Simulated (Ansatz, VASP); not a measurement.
# Ti: VASP beside Ansatz

```
Ti
1.0
     0.00000    2.08851    2.08851
     2.08851    0.00000    2.08851
     2.08851    2.08851    0.00000
Ti
1
Direct
  0.00000 0.00000 0.00000
```

Alike in both runs: task single point; functional PBEsol; k mesh 8 × 8 × 8; occupations gaussian, width 0.1 eV; no spin polarisation.

|  | VASP | Ansatz |
| --- | --- | --- |
| version | VASP 6.6.1 | Ansatz 0.2.0 |
| potentials or method | VASP PAW PBE potentials, release 64 (Ti_sv), cutoff 500 eV | scalar-relativistic, plane waves, PAW |
| valence electrons in the cell | 12 | 12 |

```tsv
	VASP	Ansatz	Ansatz less VASP
gap on the k mesh at the Fermi level (eV)	none	none	-
pressure (GPa)	-8.8	-8.6	+0.19
```

VASP's potentials were made for PBE, not for PBEsol. A gap of «none» marks a metal or a gap that the smearing closes. The functional is the same, so the differences come from potentials, cutoffs and numerics.
